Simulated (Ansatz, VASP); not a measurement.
**Two plane-wave programs on Te2Mo**

INCAR

```
PREC = Accurate
ENCUT = 520
EDIFF = 1E-6
ISMEAR = 0
SIGMA = 0.1
LREAL = False
LASPH = True
NELM = 80
ALGO = Normal
ISIF = 2
LWAVE = False
LCHARG = True
LELF = True
LVHAR = True
NBANDS = 35
```

File KPOINTS:

```
Automatic mesh
0
Gamma
  6 10 1
```

File POSCAR:

```
Te2Mo
1.0
    6.3616090156      0.0000000000      0.0000000000
    0.0000000000      3.4804030600      0.0000000000
   -0.0857412231      0.0000000000     36.1758904685
Te Mo
4 2
Direct
    0.0791521300      0.7500000000      0.4434726800
    0.9208478700      0.2500000000      0.5565273200
    0.5707489000      0.2500000000      0.4592964200
    0.4292511000      0.7500000000      0.5407035800
    0.8186524400      0.7500000000      0.5025346300
    0.1813475600      0.2500000000      0.4974653700
```

Input for Ansatz:

```yaml
crystal:
  lattice:
    - [6.3616090156, 0.0, 0.0]
    - [0.0, 3.48040306, 0.0]
    - [-0.0857412231, 0.0, 36.1758904685]
  atoms:
    - { symbol: Te, position: [0.07915213, 0.75, 0.44347268] }
    - { symbol: Te, position: [0.92084787, 0.25, 0.55652732] }
    - { symbol: Te, position: [0.5707489, 0.25, 0.45929642] }
    - { symbol: Te, position: [0.4292511, 0.75, 0.54070358] }
    - { symbol: Mo, position: [0.81865244, 0.75, 0.50253463] }
    - { symbol: Mo, position: [0.18134756, 0.25, 0.49746537] }
basis:
  ecutwfc: 420
kpoints:
  mp_grid: { grid: [6, 10, 1] }
hamiltonian:
  xc: lda
scf:
  occupations: { method: gaussian, width: 0.1 }
output:
  forces: true
  stress: true
  eigenvalues: true
  populations: true
  write_density: true
  write_potential: true
  elf: true
  volumetric_format: npy
```

Alike in both runs: task single point; functional LDA; k mesh 6 × 10 × 1; occupations gaussian, width 0.1 eV; no spin polarisation.

```csv
,VASP,Ansatz
version,VASP 6.6.1,Ansatz 0.2.0
potentials or method,"VASP PAW LDA potentials, release 64 (Te, Mo_sv), cutoff 520 eV","scalar-relativistic, plane waves, PAW"
valence electrons in the cell,52,92
```

Ansatz gave:

* gap on the k mesh at the Fermi level (eV): none
* rms of the force components (eV/Å): 0.211

Question: Estimate VASP's values.

Answer: gap on the k mesh at the Fermi level (eV): none; rms of the force components (eV/Å): 0.190.

LDA's correlation is that of Perdew and Zunger in VASP and of Perdew and Wang (1992) in Ansatz. Atom by atom the forces differ by 0.022 eV/Å (rms over components). A gap of «none» marks a metal or a gap that the smearing closes. VASP's potentials hold 52 valence electrons a cell and Ansatz's 92, so a difference there can come from the potentials and not from the codes. Ansatz's warnings: xc potential rough in thin density.

Neither program's run includes spin-orbit coupling.
